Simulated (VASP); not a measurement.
Wanted: the native input for a VASP 6.6.1 run.

```
Task                   : single point
Functional             : PBE
Potentials or basis    : VASP PAW PBE potentials, release 64 (In_d, Sb)
Cutoff                 : 520 eV
k mesh                 : 11 × 11 × 11
Occupations            : fermi-dirac, width 0.05 eV
Spin                   : no spin polarisation
Dipole correction      : no
Further INCAR settings : ALGO = Normal; EDIFF = 1e-06; NBANDS = 16
```

The structure of InSb (rocksalt type) lies in POSCAR:

```
InSb
1.0
    0.0000000000      2.9467361237      2.9467361237
    2.9467361237      0.0000000000      2.9467361237
    2.9467361237      2.9467361237      0.0000000000
In Sb
1 1
Direct
    0.0000000000      0.0000000000      0.0000000000
    0.5000000000      0.5000000000      0.5000000000
```

One way to write it, as run:

INCAR

```
ALGO = Normal
EDIFF = 1E-6
ENCUT = 520
GGA = PE
ISIF = 2
ISMEAR = -1
LASPH = T
LCHARG = F
LREAL = F
LWAVE = F
NBANDS = 16
NELM = 100
PREC = Accurate
SIGMA = 0.05
```

KPOINTS

```
k-points
0
Gamma
  11 11 11
```

Potentials or basis: VASP PAW PBE potentials, release 64 (In_d, Sb).

Launch:

```sh
$ cat potpaw_PBE.64/In_d/POTCAR potpaw_PBE.64/Sb/POTCAR > POTCAR
$ mpirun -np 1 vasp_std > vasp.out
```

Results of the run:

```yaml
Pressure: 8.2 GPa
Band_gap_on_the_k_mesh: zero (bands 9 and 10 overlap by 3.15 eV)
```

Caveat: the cell stands under pressure; spin-orbit coupling is left out, which moves the levels of the heavy elements.

Run time: 51 s on 1 thread of Intel Xeon 8259CL (shared host), peak memory 0.2 GiB.
